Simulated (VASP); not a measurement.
Input of a VASP 6.6.1 run:

File INCAR:

```
SYSTEM = Rb
ALGO     = Normal         ! electronic algorithm
EDIFF    = 1E-6           ! SCF threshold, eV
EDIFFG   = -0.01          ! ionic threshold
ENCUT    = 600            ! plane-wave cutoff, eV
IBRION   = 2              ! ionic algorithm
ISIF     = 3              ! what is computed and relaxed
ISMEAR   = 0              ! smearing method
LASPH    = .TRUE.         ! aspherical terms in the spheres
LCHARG   = .FALSE.        ! write CHGCAR
LREAL    = .FALSE.        ! projectors in reciprocal space
LWAVE    = .FALSE.        ! write WAVECAR
NELM     = 100            ! most SCF steps
NSW      = 80             ! ionic steps
PREC     = Accurate       ! precision mode
SIGMA    = 0.1            ! smearing width, eV
```

File KPOINTS:

```
k-points
0
G
  5 5 5
  0 0 0
```

File POSCAR:

```
Rb
1.0
    4.9915730000      0.0000000000      0.0000000000
   -2.0035305509      4.5718340243      0.0000000000
   -1.4940214929     -2.2859174227      4.1783109422
Rb
1
Direct
    0.0000000000      0.0000000000      0.0000000000
```

Potentials or basis: VASP PAW LDA potentials, release 64 (Rb_sv).

Run with:

```bash
$ cat potpaw_LDA.64/Rb_sv/POTCAR > POTCAR
$ mpirun -np 1 vasp_std > vasp.out
```

Task: Estimate the space group after relaxing (to 0.05 Å).

Result: I4/mmm (No. 139).

Task: Predict the relaxed volume.

Result: 76.80 Å³/atom.

Task: Estimate the relaxed cell.

Result: a = 4.647 Å, b = 4.647 Å, c = 4.647 Å, α = 107.00°, β = 107.00°, γ = 114.54°.

Step by step:
```tsv
step	energy change (eV)	largest force (eV/Å)	pressure (GPa)	volume (Å³)
1	0.0000	0.0000	-0.51	95.35
2	-0.0125	0.0000	-0.44	91.22
3	-0.0317	0.0000	-0.21	82.14
4	-0.0120	0.0000	0.75	65.84
5	-0.0352	0.0000	-0.03	77.70
6	-0.0353	0.0000	0.00	77.00
7	-0.0353	0.0000	0.02	76.66
8	-0.0353	0.0000	0.00	76.80
```

Caveat: the volume moved by over 15 % at a fixed basis, so the end points are rough.
